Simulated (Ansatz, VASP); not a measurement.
**Two plane-wave programs on BN**

```
B N
1.0
     2.21463    0.00000    0.00000
    -1.10732    2.15498    0.00000
     0.00000    0.00000    5.78079
B N
2 2
Direct
  0.32304 0.64609 0.25000
  0.67696 0.35391 0.75000
  0.35477 0.70955 0.75000
  0.64523 0.29045 0.25000
```

Change from the starting cell: normal strain along x -0.1100, normal strain along z -0.1100.

Alike in both runs: functional LDA; k mesh 12 × 12 × 4; occupations gaussian, width 0.05 eV; no spin polarisation.

Ansatz relaxed the structure, and its values are those at the end. VASP's run is a single point on that final structure, the one shown.

|  | VASP | Ansatz |
| --- | --- | --- |
| version | VASP 6.6.1 | Ansatz 0.2.0 |
| potentials or method | VASP PAW LDA potentials, release 64 (B, N), cutoff 520 eV | scalar-relativistic, plane waves, PAW |
| valence electrons in the cell | 16 | 16 |

Ansatz gave:

| Quantity | Value |
| --- | --- |
| gap on the k mesh at the Fermi level (eV) | 3.31 |
| least direct gap on the mesh (eV) | 4.31 |
| pressure (GPa) | 66.2 |
| rms of the force components (eV/Å) | 0.006 |

Task: Estimate VASP's values.

Result: gap on the k mesh at the Fermi level (eV): 3.30; least direct gap on the mesh (eV): 4.29; pressure (GPa): 66.9; rms of the force components (eV/Å): 0.001.

Ansatz warns that its potentials were made for another functional, while VASP's fit it. LDA's correlation is that of Perdew and Zunger in VASP and of Perdew and Wang (1992) in Ansatz. Both programs put the cell under a high pressure, so it lies far from rest at this level. Ansatz's warnings: stress scf threshold loose.

Noted on VASP's run: the cell as given lies far from equilibrium.
